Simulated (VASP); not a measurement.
# CdSe (P6_3mc) in VASP: a series of runs

The runs below take CdSe through single point, with r2SCAN.

All numbers are computed with VASP 6.6.1; they aren't measurements. Logs are shortened: lines on timing, memory, paths and dates and some standing lists are left out, and cuts for length are marked.

**1. The cell of the first run**

It takes space group P6_3mc (No. 186, hexagonal). The conventional cell has a = 4.471 Å, b = 4.471 Å, c = 7.289 Å, α = 90.00°, β = 90.00°, γ = 120.00°. Within 3.6 Å of Cd (site symmetry 3m) lie 4 Se at 2.73 to 2.74 Å. Within 3.6 Å of Se (site symmetry 3m) lie 4 Cd at 2.73 to 2.74 Å.

**2. Single point, r2SCAN (strain +3.0%)**

POSCAR

```
CdSe
1.0
    4.4709453753      0.0000000000      0.0000000000
   -2.2354726876      3.8719522740      0.0000000000
    0.0000000000      0.0000000000      7.2889453619
Cd Se
2 2
Direct
    0.3333333333      0.6666666667     -0.0006180764
    0.6666666667      0.3333333333      0.4993819236
    0.3333333333      0.6666666667      0.3756180764
    0.6666666667      0.3333333333      0.8756180764
```

INCAR.step1

```
SYSTEM = CdSe
  PREC = Accurate
  ENCUT = 550
  ISMEAR = 0
  SIGMA = 0.01
  LREAL = .FALSE.
  LASPH = .TRUE.
  NELM = 120
  NBANDS = 26
  GGA = PE
  ALGO = Normal
  EDIFF = 1E-5
  LWAVE = .TRUE.
  LCHARG = .FALSE.
  GGA_COMPAT = .FALSE.
```

INCAR.step2

```
SYSTEM = CdSe
  PREC = Accurate
  ENCUT = 550
  EDIFF = 1E-6
  ISMEAR = 0
  SIGMA = 0.01
  LREAL = .FALSE.
  LASPH = .TRUE.
  NELM = 120
  ALGO = Normal
  ISIF = 2
  LWAVE = .FALSE.
  LCHARG = .FALSE.
  METAGGA = R2SCAN
  LMIXTAU = .TRUE.
  NBANDS = 26
  ISTART = 1
  GGA_COMPAT = .FALSE.
```

KPOINTS

```
Automatic mesh
0
G
  12 12 4
  0 0 0
```

Potentials or basis: VASP PAW PBE potentials, release 64 (Cd, Se).

Run with:

```
$ cat potpaw_PBE.64/Cd/POTCAR potpaw_PBE.64/Se/POTCAR > POTCAR
$ cp INCAR.step1 INCAR
$ mpirun -np 1 vasp_std > vasp.out
$ cp INCAR.step2 INCAR
$ mpirun -np 1 vasp_std > vasp.out
```

OUTCAR:

```text
SYSTEM = CdSe
   PREC = Accurate
   ENCUT = 550
   EDIFF = 1E-6
   ISMEAR = 0
   LREAL = .FALSE.
   LASPH = .TRUE.
   NELM = 120
   ISIF = 2
   METAGGA = R2SCAN
   ISTART = 1

 ion  position               nearest neighbor table
   1  0.333  0.667  0.999-   4 2.73   4 2.73   4 2.73   3 2.74
   2  0.667  0.333  0.499-   3 2.73   3 2.73   3 2.73   4 2.74
   3  0.333  0.667  0.376-   2 2.73   2 2.73   2 2.73   1 2.74
   4  0.667  0.333  0.876-   1 2.73   1 2.73   1 2.73   2 2.74

  LATTYP: Found a hexagonal cell.
 ALAT       =     4.4709453753
 C/A-ratio  =     1.6302917504

  Lattice vectors:

 A1 = (   4.4709453753,   0.0000000000,   0.0000000000)
 A2 = (  -2.2354726876,   3.8719522740,   0.0000000000)
 A3 = (   0.0000000000,   0.0000000000,   7.2889453619)

Analysis of symmetry for initial positions (statically):
=====================================================================
 Subroutine PRICEL returns:
 Original cell was already a primitive cell.

 Routine SETGRP: Setting up the symmetry group for a
 hexagonal supercell.

 Subroutine GETGRP returns: Found 12 space group operations
 (whereof  6 operations were pure point group operations)
 out of a pool of 24 trial point group operations.

The static configuration has the point symmetry C_3v.
 The point group associated with its full space group is C_6v.

Analysis of symmetry for dynamics (positions and initial velocities):
=====================================================================
 Subroutine PRICEL returns:
 Original cell was already a primitive cell.

 Routine SETGRP: Setting up the symmetry group for a
 hexagonal supercell.

 Subroutine GETGRP returns: Found 12 space group operations
 (whereof  6 operations were pure point group operations)
 out of a pool of 24 trial point group operations.

The dynamic configuration has the point symmetry C_3v.
 The point group associated with its full space group is C_6v.

 Subroutine INISYM returns: Found 12 space group operations
 (whereof  6 operations are pure point group operations),
 and found     1 'primitive' translations

----------------------------------------------------------------------------------------

                                     Primitive cell

  volume of cell :     126.1810

  direct lattice vectors                    reciprocal lattice vectors
     4.470945375  0.000000000  0.000000000     0.223666343  0.129133823  0.000000000
    -2.235472688  3.871952274  0.000000000     0.000000000  0.258267646  0.000000000
     0.000000000  0.000000000  7.288945362     0.000000000  0.000000000  0.137194059

  length of vectors
     4.470945375  4.470945375  7.288945362     0.258267646  0.258267646  0.137194059

  position of ions in fractional coordinates (direct lattice)
     0.333333333  0.666666667  0.999381924
     0.666666667  0.333333333  0.499381924
     0.333333333  0.666666667  0.375618076
     0.666666667  0.333333333  0.875618076

  ion indices of the primitive-cell ions
   primitive index   ion index
                 1           1
                 2           2
                 3           3
                 4           4

----------------------------------------------------------------------------------------

 KPOINTS: Automatic mesh

Automatic generation of k-mesh.
 Grid dimensions read from file:
 generate k-points for:   12   12    4

 Generating k-lattice:

  Cartesian coordinates                     Fractional coordinates (reciprocal lattice)
     0.018638862  0.010761152  0.000000000     0.083333333 -0.000000000  0.000000000
     0.000000000  0.021522304  0.000000000     0.000000000  0.083333333  0.000000000
     0.000000000  0.000000000  0.034298515     0.000000000  0.000000000  0.250000000

  Length of vectors
     0.021522304  0.021522304  0.034298515

  Shift w.r.t. Gamma in fractional coordinates (k-lattice)
     0.000000000  0.000000000  0.000000000

 Subroutine IBZKPT returns following result:
 ===========================================

 Found     57 irreducible k-points:

 Following reciprocal coordinates:
            Coordinates               Weight
  0.000000  0.000000  0.000000      1.000000
  0.083333 -0.000000  0.000000      6.000000
  0.166667 -0.000000  0.000000      6.000000
  0.250000  0.000000  0.000000      6.000000
  0.333333  0.000000  0.000000      6.000000
  0.416667  0.000000  0.000000      6.000000
[... 16 lines left out ...]
  0.250000  0.000000  0.250000     12.000000
  0.333333  0.000000  0.250000     12.000000
 [... further k-points ...]
   k-points           NKPTS =     57   k-points in BZ     NKDIM =     57   number of bands    NBANDS=     26
   number of dos      NEDOS =    301   number of ions     NIONS =      4
   total plane-waves  NPLWV =  72576
   dimension x,y,z NGX =    36 NGY =   36 NGZ =   56
   dimension x,y,z NGXF=    72 NGYF=   72 NGZF=  112
   ions per type =               2   2
   NGX,Y,Z   is equivalent  to a cutoff of  13.39, 13.39, 12.77 a.u.
   NGXF,Y,Z  is equivalent  to a cutoff of  26.77, 26.77, 25.54 a.u.
 SYSTEM =  CdSe
   PREC   = accura    normal or accurate (medium, high low for compatibility)
   ISTART =      1    job   : 0-new  1-cont  2-samecut
   ICHARG =      0    charge: 1-file 2-atom 10-const
   ISPIN  =      1    spin polarized calculation?
   LNONCOLLINEAR =      F non collinear calculations
   LSORBIT =      F    spin-orbit coupling
   LASPH  =      T    aspherical Exc in radial PAW
   ENCUT  =  550.0 eV  40.42 Ry    6.36 a.u.   8.55  8.55 13.94*2*pi/ulx,y,z
   NELM   =    120;   NELMIN=  2; NELMDL=  0     # of ELM steps
   EDIFF  = 0.1E-05   stopping-criterion for ELM
   LREAL  =      F    real-space projection
   EDIFFG = 0.1E-04   stopping-criterion for IOM
   NSW    =      0    number of steps for IOM
   IBRION =     -1    ionic relax: 0-MD 1-quasi-New 2-CG
   NFREE  =      0    steps in history (QN), initial steepest desc. (CG)
   ISIF   =      2    stress and relaxation
   ISYM   =      2    0-nonsym 1-usesym 2-fastsym
   POTIM  = 0.5000    time-step for ionic-motion
   TEBEG  =    0.0;   TEEND  =   0.0 temperature during run
   PSTRESS=    0.0 pullay stress
   NELECT =      36.0000    total number of electrons
   NUPDOWN=      -1.0000    fix difference up-down
   EMIN   =  10.00;   EMAX   =-10.00  energy-range for DOS
   EFERMI =   0.00;   METHOD = LEGACY
   ISMEAR =     0;   SIGMA  =   0.01  broadening in eV -4-tet -1-fermi 0-gaus
   EFERMI_NEDOS =   21; number of points for ismear=-14 and -15
   IALGO  =     38    algorithm
   IMIX   =      4    mixing-type and parameters
     AMIX     =   0.40;   BMIX     =  1.00
     AMIX_MAG =   1.60;   BMIX_MAG =  1.00
  volume/ion in A,a.u.               =      31.55       212.88
  Fermi-wavevector in a.u.,A,eV,Ry     =   1.077733  2.036619 15.803267  1.161507
  Thomas-Fermi vector in A             =   2.213652
   LORBIT       =      0    0 simple, 1 ext, 2 COOP (PROOUT), +10 PAW based schemes
   METAGGA = R2SCAN    functional components
   LHFCALC =     F    Hartree Fock is set to
   AEXX    =    0.0000 exact exchange contribution
   IVDW    =     0    specifies the selected vdW correction
   LEPSILON=     F    determine dielectric tensor
   LRPA    =     F    only Hartree local field effects (RPA)
 non-spin polarized calculation
 Gauss-broadening in eV      SIGMA  =   0.01
  energy-cutoff  :      550.00
  volume of cell :      126.18
 maximum number of plane-waves:      3722
 NGX is ok and might be reduce to    36
   NGX = 17   NGY = 17   NGZ = 27

 number of electron      35.9999994 magnetization

 Free energy of the ion-electron system (eV)
  ---------------------------------------------------
  ext. energy  EPLUGINS =         0.00000000
  ---------------------------------------------------
  free energy    TOTEN  =       -71.71139855 eV

  energy without entropy =      -71.71139855  energy(sigma->0) =      -71.71139855

 E-fermi :  -0.1309     XC(G=0):  -8.8832

 val. band max:       -0.1982848035   @ k =   0.0000   0.0000   0.0000
 cond. band min:       0.6830440860   @ k =   0.0000   0.0000   0.0000
 fundamental gap:      0.8813288895
 Fermi energy:        -0.1309044369

 k-point     1 :       0.0000    0.0000    0.0000
  band No.  band energies     occupation
      1     -12.6243      2.00000
      2     -12.3337      2.00000
      3      -8.0516      2.00000
      4      -8.0484      2.00000
      5      -8.0484      2.00000
      6      -7.9963      2.00000
[... 18 lines left out ...]
     25       7.2303      0.00000
     26       7.4939      0.00000

 k-point     2 :       0.0833   -0.0000    0.0000
  band No.  band energies     occupation
      1     -12.6074      2.00000
      2     -12.3259      2.00000
      3      -8.0472      2.00000
      4      -8.0424      2.00000
      5      -8.0323      2.00000
      6      -7.9887      2.00000
[... 18 lines left out ...]
     25       7.3785      0.00000
     26       7.3911      0.00000

 k-point     3 :       0.1667   -0.0000    0.0000
  band No.  band energies     occupation
      1     -12.5603      2.00000
      2     -12.3052      2.00000
      3      -8.0325      2.00000
      4      -8.0267      2.00000
      5      -7.9884      2.00000
      6      -7.9664      2.00000
[... 18 lines left out ...]
     25       7.1814      0.00000
     26       7.7900      0.00000

 k-point     4 :       0.2500    0.0000    0.0000
  band No.  band energies     occupation
      1     -12.4934      2.00000
      2     -12.2790      2.00000
      3      -8.0142      2.00000
      4      -8.0074      2.00000
      5      -7.9413      2.00000
      6      -7.9368      2.00000
[... 18 lines left out ...]
     25       7.5394      0.00000
     26       8.0914      0.00000
[... 496 lines left out ...]
      1     -12.5221      2.00000
      2     -12.3414      2.00000
      3      -8.0199      2.00000
      4      -8.0188      2.00000
      5      -7.9799      2.00000
      6      -7.9762      2.00000
[... 18 lines left out ...]
     25       7.3200      0.00000
     26       7.5056      0.00000

 k-point    23 :       0.2500    0.0000    0.2500
  band No.  band energies     occupation
      1     -12.4606      2.00000
      2     -12.3088      2.00000
      3      -8.0036      2.00000
      4      -7.9974      2.00000
      5      -7.9518      2.00000
      6      -7.9474      2.00000
[... 18 lines left out ...]
     25       7.4158      0.00000
     26       8.0690      0.00000

 k-point    24 :       0.3333    0.0000    0.2500
  band No.  band energies     occupation
      1     -12.3957      2.00000
      2     -12.2792      2.00000
      3      -7.9909      2.00000
      4      -7.9788      2.00000
      5      -7.9266      2.00000
      6      -7.9196      2.00000
[... 18 lines left out ...]
     25       7.5219      0.00000
     26       8.6736      0.00000

 [... further k-points ...]

------------------------ aborting loop because EDIFF is reached ----------------------------------------

  FORCE on cell =-STRESS in cart. coord.  units (eV):
  Direction    XX          YY          ZZ          XY          YZ          ZX
  --------------------------------------------------------------------------------------
  -------------------------------------------------------------------------------------
  Total       -2.8171446     -2.8171446     -2.8307772     -0.0000000      0.0000000      0.0000000
  in kB      -35.7705544    -35.7705544    -35.9436536     -0.0000000      0.0000000      0.0000000
  external PRESSURE =     -35.8282541 kB  Pullay stress =       0.0000000 kB

 VOLUME and BASIS-vectors are now :
 -----------------------------------------------------------------------------
  energy-cutoff  :      550.00
  volume of cell :      126.18
      direct lattice vectors                 reciprocal lattice vectors
     4.470945375  0.000000000  0.000000000     0.223666343  0.129133823  0.000000000
    -2.235472688  3.871952274  0.000000000     0.000000000  0.258267646  0.000000000
     0.000000000  0.000000000  7.288945362     0.000000000  0.000000000  0.137194059

 POSITION                                       TOTAL-FORCE (eV/Angst)
 -----------------------------------------------------------------------------------
     -0.00000      2.58130      7.28444        -0.000000      0.000000      0.000681
      2.23547      1.29065      3.63997         0.000000     -0.000000      0.000681
     -0.00000      2.58130      2.73786         0.000000      0.000000     -0.000681
      2.23547      1.29065      6.38233        -0.000000     -0.000000     -0.000681
 -----------------------------------------------------------------------------------
    total drift:                               -0.000000     -0.000000      0.003229

  FREE ENERGIE OF THE ION-ELECTRON SYSTEM (eV)
  ---------------------------------------------------
  free  energy   TOTEN  =       -71.7113985493 eV

  energy  without entropy=      -71.7113985493  energy(sigma->0) =      -71.71139855
```

It took 5.3 min on 1 thread of Intel Xeon 6975P-C (Granite Rapids), shared host; peak memory 0.4 GiB.

Results:

```yaml
Free_energy: -71.7114 eV
Pressure: -3.6 GPa
Band_gap_on_the_k_mesh: 0.88 eV
```

Caveat: the cell differs from its parent crystal (strain +3.0%); the cell stands under tension; the PAW data sets were made with another functional, which shifts forces and pressure a little.

(Part 1 of 2 ends here.)
